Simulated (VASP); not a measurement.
# Bi (C2/m) in VASP: notebook

Bi is run at these levels: PBE; tasks: single point.

Program: VASP 6.6.1. These are calculated values, not measurements. Logs are shortened: lines on timing, memory, paths and dates and some standing lists are left out, and cuts for length are marked.

### 1 The cell of the first run

It takes space group C2/m (No. 12, monoclinic). The conventional cell has a = 7.855 Å, b = 4.535 Å, c = 4.729 Å, α = 90.00°, β = 123.62°, γ = 90.00°. Within 4.0 Å of Bi (site symmetry m) lie 6 Bi at 3.05 to 3.52 Å.

### 2 Single point, PBE (shortest bond scaled by 1.1)

Input file INCAR:

```
ALGO = Normal
EDIFF = 1E-6
ENCUT = 520
GGA = PE
ISIF = 2
ISMEAR = -1
LASPH = T
LCHARG = F
LREAL = F
LWAVE = F
NBANDS = 22
NELM = 60
PREC = Accurate
SIGMA = 0.05
```

Input file KPOINTS:

```
k-points
0
Gamma
  8 8 8
```

Input file POSCAR:

```
Bi
1.0
    2.2675000000      1.3091417354      3.9380000000
   -2.2675000000      1.3091417354      3.9380000000
    0.0000000000     -2.6182834708      3.9380000000
Bi
2
Direct
    0.2574000000      0.2574000000      0.2074000000
    0.7426000000      0.7426000000      0.7926000000
```

Potentials or basis: VASP PAW PBE potentials, release 64 (Bi_d).

On the command line:

```sh
> cat potpaw_PBE.64/Bi_d/POTCAR > POTCAR
> mpirun -np 1 vasp_std > vasp.out
```

OUTCAR:

```text
EDIFF = 1E-6
   ENCUT = 520
   GGA = PE
   ISIF = 2
   ISMEAR = -1
   LASPH = T
   LREAL = F
   NELM = 60
   PREC = Accurate

 ion  position               nearest neighbor table
   1  0.257  0.257  0.207-   2 3.05   2 3.05   2 3.22   2 3.37   2 3.52   2 3.52
   2  0.743  0.743  0.793-   1 3.05   1 3.05   1 3.22   1 3.37   1 3.52   1 3.52

  LATTYP: Found a trigonal (rhomboedric) cell.
 ALAT       =     4.7289800521
 COS(alpha) =     0.5401781303

  Lattice vectors:

 A1 = (   2.2675000000,   1.3091417354,   3.9380000000)
 A2 = (  -2.2675000000,   1.3091417354,   3.9380000000)
 A3 = (   0.0000000000,  -2.6182834708,   3.9380000000)

Analysis of symmetry for initial positions (statically):
=====================================================================
 Subroutine PRICEL returns:
 Original cell was already a primitive cell.

 Routine SETGRP: Setting up the symmetry group for a
 trigonal (rhombohedral) supercell.

 Subroutine GETGRP returns: Found  4 space group operations
 (whereof  4 operations were pure point group operations)
 out of a pool of 12 trial point group operations.

The static configuration has the point symmetry C_2h.

Analysis of symmetry for dynamics (positions and initial velocities):
=====================================================================
 Subroutine PRICEL returns:
 Original cell was already a primitive cell.

 Routine SETGRP: Setting up the symmetry group for a
 trigonal (rhombohedral) supercell.

 Subroutine GETGRP returns: Found  4 space group operations
 (whereof  4 operations were pure point group operations)
 out of a pool of 12 trial point group operations.

The dynamic configuration has the point symmetry C_2h.

 Subroutine INISYM returns: Found  4 space group operations
 (whereof  4 operations are pure point group operations),
 and found     1 'primitive' translations

----------------------------------------------------------------------------------------

                                     Primitive cell

  volume of cell :      70.1392

  direct lattice vectors                    reciprocal lattice vectors
     2.267500000  1.309141735  3.938000000     0.220507166  0.127309872  0.084645336
    -2.267500000  1.309141735  3.938000000    -0.220507166  0.127309872  0.084645336
[... 79 lines left out ...]
   ISPIN  =      1    spin polarized calculation?
   LNONCOLLINEAR =      F non collinear calculations
   LSORBIT =      F    spin-orbit coupling
   LASPH  =      T    aspherical Exc in radial PAW
   ENCUT  =  520.0 eV  38.22 Ry    6.18 a.u.   8.79  8.79  8.79*2*pi/ulx,y,z
   NELM   =     60;   NELMIN=  2; NELMDL= -5     # of ELM steps
   EDIFF  = 0.1E-05   stopping-criterion for ELM
   LREAL  =      F    real-space projection
   EDIFFG = 0.1E-04   stopping-criterion for IOM
   NSW    =      0    number of steps for IOM
   IBRION =     -1    ionic relax: 0-MD 1-quasi-New 2-CG
   NFREE  =      0    steps in history (QN), initial steepest desc. (CG)
   ISIF   =      2    stress and relaxation
   ISYM   =      2    0-nonsym 1-usesym 2-fastsym
   POTIM  = 0.5000    time-step for ionic-motion
   TEBEG  =    0.0;   TEEND  =   0.0 temperature during run
   PSTRESS=    0.0 pullay stress
   NELECT =      30.0000    total number of electrons
   NUPDOWN=      -1.0000    fix difference up-down
   EMIN   =  10.00;   EMAX   =-10.00  energy-range for DOS
   EFERMI =   0.00;   METHOD = LEGACY
   ISMEAR =    -1;   SIGMA  =   0.05  broadening in eV -4-tet -1-fermi 0-gaus
   EFERMI_NEDOS =   21; number of points for ismear=-14 and -15
   IALGO  =     38    algorithm
   IMIX   =      4    mixing-type and parameters
     AMIX     =   0.40;   BMIX     =  1.00
     AMIX_MAG =   1.60;   BMIX_MAG =  1.00
  volume/ion in A,a.u.               =      35.07       236.66
  Fermi-wavevector in a.u.,A,eV,Ry     =   1.233469  2.330919 20.700530  1.521446
  Thomas-Fermi vector in A             =   2.368198
   LORBIT       =      0    0 simple, 1 ext, 2 COOP (PROOUT), +10 PAW based schemes
   GGA     = PE    functional components
   LHFCALC =     F    Hartree Fock is set to
   AEXX    =    0.0000 exact exchange contribution
   IVDW    =     0    specifies the selected vdW correction
   LEPSILON=     F    determine dielectric tensor
   LRPA    =     F    only Hartree local field effects (RPA)
 non-spin polarized calculation
  energy-cutoff  :      520.00
  volume of cell :       70.14
 maximum number of plane-waves:      1934
   NGX = 17   NGY = 17   NGZ = 17

 number of electron      29.9999999 magnetization

 Free energy of the ion-electron system (eV)
  ---------------------------------------------------
  ext. energy  EPLUGINS =         0.00000000
  ---------------------------------------------------
  free energy    TOTEN  =        -7.73155876 eV

  energy without entropy =       -7.72911286  energy(sigma->0) =       -7.73033581

 E-fermi :   6.3268     XC(G=0):  -9.5582

 val. band max:        6.3257265737   @ k =   0.5000   0.5000   0.5000
 cond. band min:       6.3713893735   @ k =   0.0000   0.0000   0.5000
 fundamental gap:      0.0456627998
 Fermi energy:         6.3268231206

 k-point     1 :       0.0000    0.0000    0.0000
  band No.  band energies     occupation
      1     -16.5806      2.00000
      2     -16.5481      2.00000
      3     -16.4255      2.00000
      4     -16.4159      2.00000
      5     -16.3962      2.00000
      6     -16.2449      2.00000
[... 589 lines left out ...]
     21      14.7849      0.00000
     22      15.1904      0.00000

 [... further k-points ...]

------------------------ aborting loop because EDIFF is reached ----------------------------------------

  FORCE on cell =-STRESS in cart. coord.  units (eV):
  Direction    XX          YY          ZZ          XY          YZ          ZX
  --------------------------------------------------------------------------------------
  -------------------------------------------------------------------------------------
  Total        0.9230898      0.9016743      0.2197842      0.0000000     -0.6150984      0.0000000
  in kB       21.0859720     20.5967801      5.0204894      0.0000000    -14.0505809      0.0000000
  external PRESSURE =      15.5677471 kB  Pullay stress =       0.0000000 kB

 VOLUME and BASIS-vectors are now :
 -----------------------------------------------------------------------------
  energy-cutoff  :      520.00
  volume of cell :       70.14
      direct lattice vectors                 reciprocal lattice vectors
     2.267500000  1.309141735  3.938000000     0.220507166  0.127309872  0.084645336
    -2.267500000  1.309141735  3.938000000    -0.220507166  0.127309872  0.084645336
     0.000000000 -2.618283471  3.938000000     0.000000000 -0.254619744  0.084645336

 POSITION                                       TOTAL-FORCE (eV/Angst)
 -----------------------------------------------------------------------------------
      0.00000      0.13091      2.84402         0.000000     -0.171945      0.066438
      0.00000     -0.13091      8.96998         0.000000      0.171945     -0.066438
 -----------------------------------------------------------------------------------
    total drift:                                0.000000     -0.000000      0.000000

  FREE ENERGIE OF THE ION-ELECTRON SYSTEM (eV)
  ---------------------------------------------------
  free  energy   TOTEN  =        -7.7315587560 eV

  energy  without entropy=       -7.7291128581  energy(sigma->0) =       -7.73033581
```

Run time: 76 s. Hardware: 1 thread of Intel Xeon 6975P-C (Granite Rapids), shared host; peak memory 0.32 GiB.

What came out:

| Quantity | Value |
| --- | --- |
| Free energy | -7.7316 eV |
| Pressure | 1.6 GPa |
| Largest force | 0.184 eV/Å |
| Band gap on the k mesh | zero (bands 15 and 16 overlap by 0.36 eV) |

Forces in eV/Å, atoms in the order of the input:
```
Bi   0.000 -0.172  0.066
Bi   0.000  0.172 -0.066
```

Caveat: the cell differs from its parent crystal (shortest bond scaled by 1.1); spin-orbit coupling is left out, which moves the levels of the heavy elements.

### 3 Single point, PBE (shortest bond scaled by 1.1)

Input file INCAR:

```
SYSTEM = Bi
  PREC = Accurate
  ENCUT = 520
  EDIFF = 1E-6
  ISMEAR = -1
  SIGMA = 0.05
  LREAL = .FALSE.
  LASPH = .TRUE.
  NELM = 60
  ALGO = Normal
  ISIF = 2
  LWAVE = .FALSE.
  LCHARG = .TRUE.
  GGA = PE
  LELF = .TRUE.
  LVHAR = .TRUE.
  NBANDS = 22
```

Input file KPOINTS:

```
regular mesh
0
G
  8 8 8
  0 0 0
```

POSCAR is that of step 2.

Potentials or basis: VASP PAW PBE potentials, release 64 (Bi_d).

On the command line:

```sh
> cat potpaw_PBE.64/Bi_d/POTCAR > POTCAR
> mpirun -np 1 vasp_std > vasp.out
```

Wall time 85 s (1 thread of Intel Xeon 6975P-C (Granite Rapids), shared host); peak memory 0.32 GiB.

It converged, with:

```yaml
Free_energy: -7.7316 eV
Pressure: 1.6 GPa
Largest_force: 0.184 eV/Å
Band_gap_on_the_k_mesh: zero (bands 15 and 16 overlap by 0.36 eV)
```

Forces in eV/Å, atoms in the order of the input:
```
Bi   0.000 -0.172  0.066
Bi   0.000  0.172 -0.066
```

Stress tensor (GPa, compression positive):
```
 2.11  0.00  0.00
 0.00  2.06 -1.41
 0.00 -1.41  0.50
```

Levels at points of the mesh, in eV from the Fermi level:
| k point | band 12 | band 13 | band 14 | band 15 | band 16 | band 17 | band 18 | band 19 |
| --- | --- | --- | --- | --- | --- | --- | --- | --- |
| (0.00, 0.00, 0.00) | -7.44 | -1.66 | -1.24 | -0.87 | 2.60 | 3.00 | 3.20 | 5.36 |
| (0.50, 0.00, 0.00) | -10.70 | -1.26 | -0.88 | -0.43 | -0.27 | 0.72 | 0.89 | 7.82 |
| (0.00, 0.00, 0.50) | -9.93 | -1.27 | -0.92 | -0.57 | 0.04 | 0.34 | 0.73 | 7.29 |
| (0.50, 0.50, 0.00) | -9.24 | -4.76 | -2.95 | -2.88 | 2.33 | 4.99 | 5.51 | 6.64 |
| (0.50, 0.00, 0.50) | -9.48 | -4.64 | -3.21 | -2.67 | 2.50 | 5.15 | 5.19 | 6.83 |
| (0.50, 0.50, 0.50) | -10.34 | -0.88 | -0.62 | 0.00 | 0.15 | 0.75 | 1.17 | 7.40 |

Caveat: the cell differs from its parent crystal (shortest bond scaled by 1.1); spin-orbit coupling is left out, which moves the levels of the heavy elements.
